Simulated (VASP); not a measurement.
# Ti in VASP: single point with PBEsol

Aim: the single point of Ti with PBEsol.

Program: VASP 6.6.1. These are calculated values, not measurements. Logs are shortened: lines on timing, memory, paths and dates and some standing lists are left out, and cuts for length are marked.

## Step 1: The cell of the first run

The cell holds a slab with vacuum, 5 atoms: a = 2.842 Å, b = 2.842 Å, c = 26.283 Å, α = 90.00°, β = 90.00°, γ = 109.47°.

## Step 2: Single point, PBEsol

Contents of INCAR:

```
  ALGO = Normal
  DIPOL = 0.5 0.5 0.494
  EDIFF = 1E-7
  ENCUT = 520
  GGA = PS
  IDIPOL = 3
  ISIF = 2
  ISMEAR = 0
  LASPH = True
  LCHARG = False
  LDIPOL = True
  LREAL = False
  LWAVE = False
  NBANDS = 38
  NELM = 80
  PREC = Accurate
  SIGMA = 0.1
```

Contents of KPOINTS:

```
k-points
0
Gamma
  10 10 1
```

Contents of POSCAR:

```
Ti
1.0
    2.8422953780     -0.0000000007      0.0000000000
   -0.9474317900      2.6797417821      0.0000000000
    0.0000000000      0.0000000000     26.2828979430
Ti
5
Direct
    0.5000000000      0.5000000000      0.3234042159
    0.0000000000      0.0000000000      0.4117021079
    0.5000000000      0.5000000000      0.4950370239
    0.0000000000      0.0000000000      0.5813736331
    0.5000000000      0.5000000000      0.6581788040
```

Potentials or basis: VASP PAW PBE potentials, release 64 (Ti_sv).

Started as:

```sh
> cat potpaw_PBE.64/Ti_sv/POTCAR > POTCAR
> mpirun -np 1 vasp_std > vasp.out
```

OUTCAR:

```text
EDIFF = 1E-7
   ENCUT = 520
   GGA = PS
   ISIF = 2
   ISMEAR = 0
   LASPH = True
   LREAL = False
   NELM = 80
   PREC = Accurate

 ion  position               nearest neighbor table
   1  0.500  0.500  0.323-   2 2.84   2 2.84
   2  0.000  0.000  0.412-   3 2.74   3 2.74   1 2.84   1 2.84
   3  0.500  0.500  0.495-   2 2.74   2 2.74   4 2.80   4 2.80
   4  0.000  0.000  0.581-   5 2.60   5 2.60   3 2.80   3 2.80
   5  0.500  0.500  0.658-   4 2.60   4 2.60

  LATTYP: Found a base centered orthorhombic cell.
 ALAT       =     3.2820000049
 B/A-ratio  =     1.4142135613
 C/A-ratio  =     8.0081955831

  Lattice vectors:

 A1 = (   2.8422953780,  -0.0000000007,   0.0000000000)
 A2 = (  -0.9474317900,   2.6797417821,   0.0000000000)
 A3 = (   0.0000000000,   0.0000000000,  26.2828979430)

Analysis of symmetry for initial positions (statically):
=====================================================================
 Subroutine PRICEL returns:
 Original cell was already a primitive cell.

 Routine SETGRP: Setting up the symmetry group for a
 base centered orthorhombic supercell.

 Subroutine GETGRP returns: Found  4 space group operations
 (whereof  4 operations were pure point group operations)
 out of a pool of  8 trial point group operations.

The static configuration has the point symmetry C_2v.

Analysis of symmetry for dynamics (positions and initial velocities):
=====================================================================
 Subroutine PRICEL returns:
 Original cell was already a primitive cell.

 Routine SETGRP: Setting up the symmetry group for a
 base centered orthorhombic supercell.

 Subroutine GETGRP returns: Found  4 space group operations
 (whereof  4 operations were pure point group operations)
 out of a pool of  8 trial point group operations.

The dynamic configuration has the point symmetry C_2v.

 Subroutine INISYM returns: Found  4 space group operations
 (whereof  4 operations are pure point group operations),
 and found     1 'primitive' translations

----------------------------------------------------------------------------------------

                                     Primitive cell

  volume of cell :     200.1868

  direct lattice vectors                    reciprocal lattice vectors
     2.842295378 -0.000000001  0.000000000     0.351828317  0.124390094  0.000000000
    -0.947431790  2.679741782  0.000000000     0.000000000  0.373170283  0.000000000
     0.000000000  0.000000000 26.282897943     0.000000000  0.000000000  0.038047555

  length of vectors
     2.842295378  2.842295378 26.282897943     0.373170283  0.373170283  0.038047555

  position of ions in fractional coordinates (direct lattice)
     0.500000000  0.500000000  0.323404216
     0.000000000  0.000000000  0.411702108
     0.500000000  0.500000000  0.495037024
     0.000000000  0.000000000  0.581373633
     0.500000000  0.500000000  0.658178804

  ion indices of the primitive-cell ions
   primitive index   ion index
                 1           1
                 2           2
                 3           3
                 4           4
                 5           5

----------------------------------------------------------------------------------------

 KPOINTS: k-points

Automatic generation of k-mesh.
 Grid dimensions read from file:
 generate k-points for:   10   10    1

 Generating k-lattice:

  Cartesian coordinates                     Fractional coordinates (reciprocal lattice)
     0.035182832  0.012439009  0.000000000     0.100000000 -0.000000000  0.000000000
     0.000000000  0.037317028  0.000000000     0.000000000  0.100000000  0.000000000
     0.000000000  0.000000000  0.038047555     0.000000000  0.000000000  1.000000000

  Length of vectors
     0.037317028  0.037317028  0.038047555

  Shift w.r.t. Gamma in fractional coordinates (k-lattice)
     0.000000000  0.000000000  0.000000000

 Subroutine IBZKPT returns following result:
 ===========================================

 Found     31 irreducible k-points:

 Following reciprocal coordinates:
            Coordinates               Weight
  0.000000  0.000000  0.000000      1.000000
  0.100000  0.000000  0.000000      4.000000
  0.200000  0.000000  0.000000      4.000000
  0.300000 -0.000000  0.000000      4.000000
  0.400000 -0.000000  0.000000      4.000000
  0.500000  0.000000  0.000000      2.000000
[... 16 lines left out ...]
  0.300000  0.300000  0.000000      2.000000
  0.400000  0.300000  0.000000      4.000000
 [... further k-points ...]
   k-points           NKPTS =     31   k-points in BZ     NKDIM =     31   number of bands    NBANDS=     38
   number of dos      NEDOS =    301   number of ions     NIONS =      5
   total plane-waves  NPLWV = 112896
   dimension x,y,z NGX =    24 NGY =   24 NGZ =  196
   dimension x,y,z NGXF=    48 NGYF=   48 NGZF=  392
   ions per type =               5
   NGX,Y,Z   is equivalent  to a cutoff of  14.04, 14.04, 12.40 a.u.
   NGXF,Y,Z  is equivalent  to a cutoff of  28.08, 28.08, 24.79 a.u.
 SYSTEM =  unknown system
   PREC   = accura    normal or accurate (medium, high low for compatibility)
   ISTART =      0    job   : 0-new  1-cont  2-samecut
   ICHARG =      2    charge: 1-file 2-atom 10-const
   ISPIN  =      1    spin polarized calculation?
   LNONCOLLINEAR =      F non collinear calculations
   LSORBIT =      F    spin-orbit coupling
   LASPH  =      T    aspherical Exc in radial PAW
   ENCUT  =  520.0 eV  38.22 Ry    6.18 a.u.   5.28  5.28 48.87*2*pi/ulx,y,z
   NELM   =     80;   NELMIN=  2; NELMDL= -5     # of ELM steps
   EDIFF  = 0.1E-06   stopping-criterion for ELM
   LREAL  =      F    real-space projection
   EDIFFG = 0.1E-05   stopping-criterion for IOM
   NSW    =      0    number of steps for IOM
   IBRION =     -1    ionic relax: 0-MD 1-quasi-New 2-CG
   NFREE  =      0    steps in history (QN), initial steepest desc. (CG)
   ISIF   =      2    stress and relaxation
   ISYM   =      2    0-nonsym 1-usesym 2-fastsym
   POTIM  = 0.5000    time-step for ionic-motion
   TEBEG  =    0.0;   TEEND  =   0.0 temperature during run
   PSTRESS=    0.0 pullay stress
   NELECT =      60.0000    total number of electrons
   NUPDOWN=      -1.0000    fix difference up-down
   EMIN   =  10.00;   EMAX   =-10.00  energy-range for DOS
   EFERMI =   0.00;   METHOD = LEGACY
   ISMEAR =     0;   SIGMA  =   0.10  broadening in eV -4-tet -1-fermi 0-gaus
   EFERMI_NEDOS =   21; number of points for ismear=-14 and -15
   IALGO  =     38    algorithm
   IMIX   =      4    mixing-type and parameters
     AMIX     =   0.40;   BMIX     =  1.00
     AMIX_MAG =   1.60;   BMIX_MAG =  1.00
  volume/ion in A,a.u.               =      40.04       270.19
  Fermi-wavevector in a.u.,A,eV,Ry     =   1.095587  2.070359 16.331214  1.200310
  Thomas-Fermi vector in A             =   2.231913
   LORBIT       =      0    0 simple, 1 ext, 2 COOP (PROOUT), +10 PAW based schemes
   GGA     = PS    functional components
   LHFCALC =     F    Hartree Fock is set to
   AEXX    =    0.0000 exact exchange contribution
   IVDW    =     0    specifies the selected vdW correction
   LEPSILON=     F    determine dielectric tensor
   LRPA    =     F    only Hartree local field effects (RPA)
 non-spin polarized calculation
 Gauss-broadening in eV      SIGMA  =   0.10
  energy-cutoff  :      520.00
  volume of cell :      200.19
 maximum number of plane-waves:      5432
 NGX is ok and might be reduce to    24
   NGX = 11   NGY = 11   NGZ = 97

 dipolmoment           0.000000      0.000000     -0.000978 electrons x Angstroem

 number of electron      59.9999995 magnetization

 dipolmoment           0.000000      0.000000      0.002731 electrons x Angstroem

 Free energy of the ion-electron system (eV)
  ---------------------------------------------------
  ext. energy  EPLUGINS =         0.00000000
  ---------------------------------------------------
  free energy    TOTEN  =       -39.25861924 eV

  energy without entropy =      -39.19212675  energy(sigma->0) =      -39.22537300

 E-fermi :   1.1005     XC(G=0):  -5.7683

 val. band max:        1.0977952534   @ k =   0.1000   0.1000   0.0000
 cond. band min:       1.1092437614   @ k =   0.5000   0.3000   0.0000
 fundamental gap:      0.0114485080
 Fermi energy:         1.1004676831

 k-point     1 :       0.0000    0.0000    0.0000
  band No.  band energies     occupation
      1     -55.4558      2.00000
      2     -55.2833      2.00000
      3     -55.1392      2.00000
      4     -55.0452      2.00000
      5     -54.8967      2.00000
      6     -31.9312      2.00000
[... 30 lines left out ...]
     37       2.4798      0.00000
     38       2.7775      0.00000

 k-point     2 :       0.1000    0.0000    0.0000
  band No.  band energies     occupation
      1     -55.4497      2.00000
      2     -55.2756      2.00000
      3     -55.1309      2.00000
      4     -55.0412      2.00000
      5     -54.8929      2.00000
      6     -31.9194      2.00000
[... 30 lines left out ...]
     37       2.4642      0.00000
     38       2.6862      0.00000

 k-point     3 :       0.2000    0.0000    0.0000
  band No.  band energies     occupation
      1     -55.4336      2.00000
      2     -55.2554      2.00000
      3     -55.1084      2.00000
      4     -55.0316      2.00000
      5     -54.8831      2.00000
      6     -31.8923      2.00000
[... 30 lines left out ...]
     37       2.5647      0.00000
[... 781 lines left out ...]
 k-point    23 :       0.3000    0.3000    0.0000
  band No.  band energies     occupation
      1     -55.3758      2.00000
      2     -55.1862      2.00000
      3     -55.0177      2.00000
      4     -55.0057      2.00000
      5     -54.8423      2.00000
      6     -31.8551      2.00000
[... 30 lines left out ...]
     37       3.1315      0.00000
     38       3.5357      0.00000

 k-point    24 :       0.4000    0.3000    0.0000
  band No.  band energies     occupation
      1     -55.3651      2.00000
      2     -55.1775      2.00000
      3     -55.0186      2.00000
      4     -54.9834      2.00000
      5     -54.8278      2.00000
      6     -31.9151      2.00000
[... 30 lines left out ...]
     37       3.2277      0.00000
     38       3.6054      0.00000

 [... further k-points ...]

------------------------ aborting loop because EDIFF is reached ----------------------------------------

 vacuum level on the upper side and lower side of the slab       (xc-potential included)        -0.117        -0.183

  FORCE on cell =-STRESS in cart. coord.  units (eV):
  Direction    XX          YY          ZZ          XY          YZ          ZX
  --------------------------------------------------------------------------------------
  -------------------------------------------------------------------------------------
  Total       -3.7176314     -3.2204666     -1.6364251      0.7030973      0.0000000      0.0000000
  in kB      -29.7537362    -25.7747212    -13.0969845      5.6271771      0.0000000      0.0000000
  external PRESSURE =     -22.8751473 kB  Pullay stress =       0.0000000 kB

 VOLUME and BASIS-vectors are now :
 -----------------------------------------------------------------------------
  energy-cutoff  :      520.00
  volume of cell :      200.19
      direct lattice vectors                 reciprocal lattice vectors
     2.842295378 -0.000000001  0.000000000     0.351828317  0.124390094  0.000000000
    -0.947431790  2.679741782  0.000000000     0.000000000  0.373170283  0.000000000
     0.000000000  0.000000000 26.282897943     0.000000000  0.000000000  0.038047555

 POSITION                                       TOTAL-FORCE (eV/Angst)
 -----------------------------------------------------------------------------------
      0.94743      1.33987      8.50000        -0.000000      0.000000      0.667818
      0.00000      0.00000     10.82072        -0.000000      0.000000     -0.662025
      0.94743      1.33987     13.01101         0.000000      0.000000      0.003114
      0.00000      0.00000     15.28018         0.000000      0.000000      0.003334
      0.94743      1.33987     17.29885         0.000000      0.000000     -0.012241
 -----------------------------------------------------------------------------------
    total drift:                               -0.000000     -0.000000      0.000161

  FREE ENERGIE OF THE ION-ELECTRON SYSTEM (eV)
  ---------------------------------------------------
  free  energy   TOTEN  =       -39.2586192400 eV

  energy  without entropy=      -39.1921267521  energy(sigma->0) =      -39.22537300

 vacuum level on the upper side and lower side of the slab         5.390         5.323
```

It took 19 min on 1 thread of Intel Xeon 8259CL, shared host; peak memory 0.43 GiB.

What came out:

| Item | Value |
| --- | --- |
| Free energy | -39.2586 eV |
| Largest force | 0.668 eV/Å |
| Band gap on the k mesh | zero (bands 30 and 31 overlap by 0.73 eV) |

Forces on the atoms (eV/Å):
```
Ti   0.000  0.000  0.668
Ti   0.000  0.000 -0.662
Ti   0.000  0.000  0.003
Ti   0.000  0.000  0.003
Ti   0.000  0.000 -0.012
```

Levels at points of the mesh, in eV from the Fermi level:
```
           k point  band 28  band 29  band 30  band 31  band 32  band 33
(0.00, 0.00, 0.00)    -0.11     0.01     0.12     0.61     0.71     0.84
(0.50, 0.00, 0.00)    -0.34    -0.27    -0.17     0.07     0.14     0.55
(0.50, 0.50, 0.00)    -0.91    -0.47     0.05     0.14     1.18     1.52
```

Caveat: the PAW data sets were made with another functional, which shifts forces and pressure a little.
